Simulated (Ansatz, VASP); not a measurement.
**Two plane-wave programs on GaN**

```
Ga N
1.0
     2.23423    2.23423    0.00000
    -2.23423    2.23423    0.00000
     0.00000    2.23423    2.23423
Ga N
1 1
Direct
  0.00000 0.00000 0.00000
  0.25000 0.75000 0.50000
```

Alike in both runs: task single point; functional r2SCAN; k mesh 10 × 10 × 10; no spin polarisation.

|  | VASP | Ansatz |
| --- | --- | --- |
| version | VASP 6.6.1 | Ansatz 0.2.0 |
| potentials or method | VASP PAW PBE potentials, release 64 (Ga_d, N) | PAW with Ansatz's default frozen-core files, scalar-relativistic |
| plane-wave cutoff (eV) | 520 | 500 |
| occupations | gaussian, width 0.01 eV | fixed |
| valence electrons in the cell | 18 | 18 |

VASP gave:

| Property | Result |
| --- | --- |
| gap on the k mesh at the Fermi level (eV) | 2.29 |
| pressure (GPa) | 5.2 |

Question: Which values does Ansatz return?

Answer: gap on the k mesh at the Fermi level (eV): 2.30; pressure (GPa): 4.0.

VASP's potentials were made for PBE, not for r2SCAN.
